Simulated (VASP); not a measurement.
# Sc2BF2 (P3m1) in VASP: notebook, part 3 of 3

VASP 6.6.1. Earlier steps stand in the parts before.

## (4) Relaxation of cell and atoms, PBE

INCAR reads:

```
PREC     = Accurate       # precision mode
ENCUT    = 600            # plane-wave cutoff, eV
EDIFF    = 1E-7           # SCF threshold, eV
ISMEAR   = 0              # smearing method
SIGMA    = 0.1            # smearing width, eV
LREAL    = False          # projectors in reciprocal space
LASPH    = True           # aspherical terms in the spheres
NELM     = 100            # most SCF steps
ALGO     = Normal         # electronic algorithm
ISIF     = 3              # what is computed and relaxed
LWAVE    = False          # write WAVECAR
LCHARG   = False          # write CHGCAR
GGA      = PE             # functional
IBRION   = 2              # ionic algorithm
NSW      = 90             # ionic steps
EDIFFG   = -0.04          # ionic threshold
```

KPOINTS reads:

```
Automatic mesh
0
Gamma
  6 6 2
```

POSCAR reads:

```
Sc2BF2
1.0
    3.0315000000      0.0000000000      0.0000000000
   -1.5157500000      2.6253560100      0.0000000000
    0.0000000000      0.0000000000      7.5484584100
Sc B F
2 1 2
Direct
    0.0000000000      0.0000000000      0.4326711300
    0.3333333300      0.6666666700      0.7635113900
    0.0000000000      0.0000000000      0.0000000000
    0.0000000000      0.0000000000      0.1706308700
    0.6666666700      0.3333333300      0.5980912600
```

On the command line:

```sh
> cat potpaw_PBE.64/Sc_sv/POTCAR potpaw_PBE.64/B/POTCAR potpaw_PBE.64/F/POTCAR > POTCAR
> mpirun -np 1 vasp_std > vasp.out
```

It took 6.1 min on 1 thread of Intel Xeon 6975P-C (Granite Rapids), shared host; peak memory 0.2 GiB.

It converged, with:

```
Free energy                           : -29.1943 eV
Relaxed volume                        : 16.31 Å³/atom
Relaxed cell                          : a = 3.210 Å, b = 3.210 Å, c = 9.139 Å, α = 90.00°, β = 90.00°, γ = 120.00°
Space group after relaxing (to 0.1 Å) : P3m1 (No. 156)
Energy gained by relaxing             : 339.4 meV/atom
Ionic steps                           : 45
Pressure after relaxing               : 0.0 GPa
Largest force after relaxing          : 0.021 eV/Å
Band gap on the k mesh                : zero (an odd number of electrons rules out a gap without spin polarisation)
```

Forces in eV/Å, atoms in the order of the input:
```
Sc   0.000  0.000 -0.008
Sc   0.000  0.000  0.002
B    0.000  0.000  0.014
F    0.000  0.000  0.014
F    0.000  0.000 -0.021
```

Stress tensor (GPa, compression positive):
```
0.01 0.00 0.00
0.00 0.01 0.00
0.00 0.00 0.12
```

The path:
```tsv
step	energy change (eV)	largest force (eV/Å)	pressure (GPa)	volume (Å³)
1	0.0000	5.1055	25.97	60.08
3	-1.0261	1.8575	2.65	69.06
5	-1.4808	0.5949	-3.52	76.55
7	-1.5652	0.8887	0.67	73.11
9	-1.6201	0.4315	1.45	71.42
11	-1.6457	0.2984	-0.36	72.66
13	-1.6514	0.2454	0.19	72.62
15	-1.6573	0.1152	0.24	72.87
17	-1.6588	0.1318	-0.27	73.32
19	-1.6609	0.1084	-0.12	73.52
21	-1.6621	0.1263	0.05	73.59
23	-1.6642	0.0537	0.99	73.77
25	-1.6657	0.0481	0.58	74.02
27	-1.6682	0.4342	-0.40	76.72
29	-1.6697	0.2965	-0.15	76.08
31	-1.6747	0.1680	-0.32	77.96
33	-1.6761	0.0939	-0.26	78.57
35	-1.6776	0.3461	0.56	78.97
37	-1.6799	0.1578	0.22	78.90
39	-1.6850	0.2240	0.16	79.65
41	-1.6912	0.1896	-0.03	80.46
43	-1.6957	0.1885	0.36	81.43
45	-1.6969	0.0211	0.05	81.55
```

Final structure:
```
CELL_PARAMETERS angstrom
3.20991 0.00000 0.00000
-1.60495 2.77986 0.00000
0.00000 0.00000 9.13936
ATOMIC_POSITIONS crystal
Sc 0.00000 0.00000 0.36383
Sc 0.33333 0.66667 0.80759
B 0.00000 0.00000 0.97896
F 0.00000 0.00000 0.13623
F 0.66667 0.33333 0.67829
```

Levels at points of the mesh, in eV from the Fermi level:
| k point | band 16 | band 17 | band 18 | band 19 | band 20 | band 21 | band 22 | band 23 |
| --- | --- | --- | --- | --- | --- | --- | --- | --- |
| (0.00, 0.00, 0.00) | -7.50 | -6.01 | -3.57 | -0.25 | 0.50 | 1.09 | 1.09 | 1.15 |
| (0.50, 0.00, 0.00) | -7.58 | -4.45 | -1.99 | -1.36 | -0.08 | 0.38 | 0.98 | 1.36 |
| (0.00, 0.00, 0.50) | -7.50 | -5.90 | -3.70 | -0.20 | 0.51 | 1.08 | 1.09 | 1.15 |
| (0.50, 0.00, 0.50) | -7.58 | -4.46 | -1.98 | -1.35 | -0.03 | 0.25 | 0.99 | 1.42 |

Caveat: the k points lie up to 0.38 Å⁻¹ apart in the final cell, too coarse for converged energies and pressures of a metal; the volume moved by over 15 % at a fixed basis, so the end points are rough; an odd number of electrons without spin polarisation forces a metal; a magnetic or distorted state may lie lower.

## (5) Single point, PBE

This run uses another cell than the first one: it holds 10 atoms, not 5.

INCAR reads:

```
  PREC = Accurate
  ENCUT = 520
  EDIFF = 1E-6
  ISMEAR = 0
  SIGMA = 0.2
  LREAL = F
  LASPH = T
  NELM = 80
  ALGO = Normal
  ISIF = 2
  LWAVE = F
  LCHARG = F
  GGA = PE
  NBANDS = 50
```

KPOINTS reads:

```
Automatic mesh
0
Gamma
  6 6 1
```

POSCAR reads:

```
Sc2BF2
1.0
    3.2069543939      0.0000000000      0.0000000000
   -1.6034771969      2.7773039739      0.0000000000
    0.0000000000      0.0000000000     20.1928053892
Sc B F
4 2 4
Direct
    0.0000000000      0.0000000000      0.1648790003
    0.0000000000      0.0000000000      0.6648790003
    0.3333333333      0.6666666667      0.4113471612
    0.3333333333      0.6666666667      0.9113471612
    0.0000000000      0.0000000000      0.4901826378
    0.0000000000      0.0000000000      0.9901826378
    0.0000000000      0.0000000000      0.0608338328
    0.0000000000      0.0000000000      0.5608338328
    0.6666666667      0.3333333333      0.3552096928
    0.6666666667      0.3333333333      0.8552096928
```

On the command line:

```sh
> cat potpaw_PBE.64/Sc_sv/POTCAR potpaw_PBE.64/B/POTCAR potpaw_PBE.64/F/POTCAR > POTCAR
> mpirun -np 1 vasp_std > vasp.out
```

Run time: 44 s. Hardware: 1 thread of Intel Xeon 6975P-C (Granite Rapids), shared host; peak memory 0.3 GiB.

The run converged. Its results:

| Item | Value |
| --- | --- |
| Free energy | -58.6693 eV |
| Pressure | 0.2 GPa |
| Largest force | 0.151 eV/Å |
| Band gap on the k mesh | zero (bands 39 and 40 overlap by 0.32 eV) |

Forces in eV/Å, atoms in the order of the input:
```
Sc   0.000  0.000  0.041
Sc   0.000  0.000  0.041
Sc   0.000  0.000  0.063
Sc   0.000  0.000  0.063
B    0.000  0.000 -0.151
B    0.000  0.000 -0.151
F    0.000  0.000  0.101
F    0.000  0.000  0.101
F    0.000  0.000 -0.054
F    0.000  0.000 -0.054
```

Stress tensor (GPa, compression positive):
```
0.09 0.00 0.00
0.00 0.09 0.00
0.00 0.00 0.49
```

Levels at points of the mesh, in eV from the Fermi level:
```csv
k point,band 35,band 36,band 37,band 38,band 39,band 40,band 41,band 42
"(0.00, 0.00, 0.00)",-3.72,-3.66,-0.26,-0.18,0.29,0.32,1.16,1.16
"(0.50, 0.00, 0.00)",-1.95,-1.94,-1.31,-1.30,-0.02,-0.01,0.32,0.35
```

Caveat: the k points lie up to 0.38 Å⁻¹ apart.

## (6) Single point, PBE, collinear spin

INCAR reads:

```
SYSTEM = Sc2BF2
PREC = Accurate
ENCUT = 520
EDIFF = 1E-7
ISMEAR = 0
SIGMA = 0.1
LREAL = .FALSE.
LASPH = .TRUE.
NELM = 150
ALGO = Normal
ISIF = 2
LWAVE = .FALSE.
LCHARG = .TRUE.
ISPIN = 2
MAGMOM = 0 0 0 1 1
LORBIT = 11
LMAXMIX = 4
GGA = PE
LELF = .TRUE.
LVHAR = .TRUE.
NBANDS = 32
```

KPOINTS reads:

```
regular mesh
0
G
  6 6 2
  0 0 0
```

POSCAR reads:

```
Sc2BF2
1.0
    3.0315000000      0.0000000000      0.0000000000
   -1.5157500000      2.6253560100      0.0000000000
    0.0000000000      0.0000000000      7.5484584100
Sc B F
2 1 2
Direct
    0.0000000000      0.0000000000      0.4326711300
    0.3333333300      0.6666666700      0.7635113900
    0.0000000000      0.0000000000      0.0000000000
    0.0000000000      0.0000000000      0.1706308700
    0.6666666700      0.3333333300      0.5980912600
```

Potentials or basis: VASP PAW PBE potentials, release 64 (Sc_sv, B, F).

On the command line:

```sh
> cat potpaw_PBE.64/Sc_sv/POTCAR potpaw_PBE.64/B/POTCAR potpaw_PBE.64/F/POTCAR > POTCAR
> mpirun -np 1 vasp_std > vasp.out
```

Wall time 36 s (1 thread of Intel Xeon 6975P-C (Granite Rapids), shared host); peak memory 0.22 GiB.

It converged, with:

- Free energy: -27.4937 eV
- Pressure: 26.0 GPa
- Largest force: 5.116 eV/Å
- Net moment: 0.48 μB per cell
- Site moments: Sc +0.16, +0.11; B +0.02; F +0.01 μB
- Valence electrons inside the program's atomic spheres: Sc 9.81; B 1.83; F 6.23, 6.17

Forces on the atoms (eV/Å):
```
Sc   0.000  0.000 -1.136
Sc   0.000  0.000  2.852
B    0.000  0.000 -5.116
F    0.000  0.000  2.476
F    0.000  0.000  0.924
```

Stress tensor (GPa, compression positive):
```
18.36  0.00  0.00
 0.00 18.36  0.00
 0.00  0.00 41.38
```

Levels at points of the mesh, in eV from the Fermi level:
Spin up:
| k point | band 16 | band 17 | band 18 | band 19 | band 20 | band 21 | band 22 | band 23 | band 24 | band 25 |
| --- | --- | --- | --- | --- | --- | --- | --- | --- | --- | --- |
| (0.00, 0.00, 0.00) | -9.35 | -6.84 | -2.27 | -0.75 | 0.80 | 0.80 | 0.89 | 1.83 | 1.83 | 2.19 |
| (0.50, 0.00, 0.00) | -9.61 | -4.32 | -2.46 | -1.98 | -0.12 | 0.72 | 1.58 | 2.40 | 2.65 | 3.04 |
| (0.00, 0.00, 0.50) | -9.34 | -6.73 | -2.57 | -0.69 | 0.78 | 0.83 | 0.83 | 1.70 | 1.70 | 2.08 |
| (0.50, 0.00, 0.50) | -9.61 | -4.32 | -2.57 | -1.80 | -0.15 | 0.50 | 1.57 | 2.61 | 2.77 | 3.19 |
Spin down:
```
           k point  band 15  band 16  band 17  band 18  band 19  band 20  band 21  band 22  band 23  band 24
(0.00, 0.00, 0.00)    -9.33    -9.33    -6.76    -1.95    -0.61     0.93     0.93     1.01     1.94     1.94
(0.50, 0.00, 0.00)   -10.68    -9.59    -4.27    -2.33    -1.82     0.15     0.95     1.67     2.49     2.76
(0.00, 0.00, 0.50)    -9.33    -9.33    -6.66    -2.25    -0.53     0.88     0.97     0.97     1.78     1.78
(0.50, 0.00, 0.50)   -10.69    -9.60    -4.27    -2.45    -1.61     0.03     0.80     1.66     2.71     2.87
```

Caveat: the k points lie up to 0.42 Å⁻¹ apart; a moment this small can come from the mesh or the smearing; forces of over 1 eV/Å act on the atoms, so gaps and moduli don't describe the material at rest.

## (7) Overview

```tsv
task	spin	cell	k mesh	cutoff (eV)	smearing	gap on the mesh (eV)	pressure (GPa)	largest force (eV/Å)
single point	off	a = 3.031, b = 3.031, c = 7.548 Å, angles 90.0, 90.0, 120.0°, 5 atoms, atomic positions A	6 × 6 × 2	520	gaussian 0.1 eV	none	26.0	5.11
single point	off	a = 3.209, b = 3.209, c = 9.677 Å, angles 90.0, 90.0, 120.0°, 5 atoms, atomic positions B	6 × 6 × 2	520	gaussian 0.1 eV	none	0.2	0.13
relaxation of cell and atoms	off	relaxed from a = 3.031, b = 3.031, c = 7.548 Å, angles 90.0, 90.0, 120.0°, 5 atoms, atomic positions A	6 × 6 × 2	600	gaussian 0.1 eV	none	0.0	0.02
single point	off	a = 3.207, b = 3.207, c = 20.193 Å, angles 90.0, 90.0, 120.0°, 10 atoms, atomic positions C	6 × 6 × 1	520	gaussian 0.2 eV	none	0.2	0.15
single point	collinear	a = 3.031, b = 3.031, c = 7.548 Å, angles 90.0, 90.0, 120.0°, 5 atoms, atomic positions A	6 × 6 × 2	520	gaussian 0.1 eV	none	26.0	5.12
```

Alike in all rows: level PBE; potentials or basis VASP PAW PBE potentials, release 64 (Sc_sv, B, F).

Caveats: all runs use coarse meshes; an odd number of electrons without spin polarisation forces a metal (at least some runs); a magnetic or distorted state may lie lower (at least some runs); the volume moved by over 15 % at a fixed basis, so the end points are rough (at least some runs); a moment this small can come from the mesh or the smearing (at least some runs); forces of over 1 eV/Å act on the atoms, so gaps and moduli don't describe the material at rest (at least some runs).

Total energies depend on the potentials used, so only differences within one code and one set of settings carry meaning.
